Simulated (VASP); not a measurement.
Wanted: the native input for a VASP 6.6.1 run.

```yaml
Task: single point
Functional: PBE-based screened hybrid
Potentials_or_basis: VASP PAW PBE potentials, release 64 (Cs_sv, I)
Cutoff: 400 eV
k_mesh: 4 × 4 × 4
Occupations: gaussian, width 0.01 eV
Spin: no spin polarisation
Dipole_correction: no
Grid_for_exact_exchange_PRECFOCK: Normal
Share_of_exact_exchange: 0.4
Further_INCAR_settings: ALGO = Normal; EDIFF = 1e-06; NBANDS = 15
Screening_parameter: 0.5 1/Å
```

CsI:

```xyz
2
Lattice="4.6081 0.0000 0.0000 0.0000 4.6081 0.0000 0.0000 0.0000 4.6081" Properties=species:S:1:pos:R:3 pbc="T T T"
Cs    0.0000    0.0000    0.0000
I     2.3040    2.3040    2.3040
```

One way to write it, as run:

POSCAR

```
CsI
1.0
    4.6080831759      0.0000000000      0.0000000000
    0.0000000000      4.6080831759      0.0000000000
    0.0000000000      0.0000000000      4.6080831759
Cs I
1 1
Direct
    0.0000000000      0.0000000000      0.0000000000
    0.5000000000      0.5000000000      0.5000000000
```

INCAR.step1

```
ALGO     = Normal         # electronic algorithm
EDIFF    = 1E-5           # SCF threshold, eV
ENCUT    = 400            # plane-wave cutoff, eV
GGA      = PE             # functional
GGA_COMPAT= False        
ISIF     = 2              # what is computed and relaxed
ISMEAR   = 0              # smearing method
LASPH    = True           # aspherical terms in the spheres
LREAL    = False          # projectors in reciprocal space
LWAVE    = True           # write WAVECAR
NBANDS   = 15             # bands
NELM     = 120            # most SCF steps
PREC     = Accurate       # precision mode
SIGMA    = 0.01           # smearing width, eV
```

INCAR.step2

```
AEXX     = 0.4            # exact-exchange fraction
ALGO     = Normal         # electronic algorithm
EDIFF    = 1E-6           # SCF threshold, eV
ENCUT    = 400            # plane-wave cutoff, eV
GGA      = PE             # functional
GGA_COMPAT= False        
HFSCREEN = 0.5            # screening, 1/A
ISIF     = 2              # what is computed and relaxed
ISMEAR   = 0              # smearing method
ISTART   = 1            
LASPH    = True           # aspherical terms in the spheres
LCHARG   = True           # write CHGCAR
LELF     = True           # ELF
LHFCALC  = True           # exact exchange
LREAL    = False          # projectors in reciprocal space
LVHAR    = True         
LWAVE    = False          # write WAVECAR
NBANDS   = 15             # bands
NELM     = 120            # most SCF steps
PREC     = Accurate       # precision mode
PRECFOCK = Normal       
SIGMA    = 0.01           # smearing width, eV
```

KPOINTS

```
k-points
0
Gamma
  4 4 4
```

Potentials or basis: VASP PAW PBE potentials, release 64 (Cs_sv, I).

Command:

```console
$ cat potpaw_PBE.64/Cs_sv/POTCAR potpaw_PBE.64/I/POTCAR > POTCAR
$ cp INCAR.step1 INCAR
$ mpirun -np 1 vasp_std > vasp.out
$ cp INCAR.step2 INCAR
$ mpirun -np 1 vasp_std > vasp.out
```

It gave:

The pressure is 0.1 GPa. The band gap on the k mesh is 4.55 eV, indirect (least direct gap 4.64 eV).

Caveat: the PAW data sets were made with another functional, which shifts forces and pressure a little; spin-orbit coupling is left out, which moves the levels of the heavy elements.

Run time: 3.1 min on 1 thread of Intel(R) Xeon(R) Platinum 8559C (Emerald Rapids), on a shared host, peak memory 0.27 GiB.
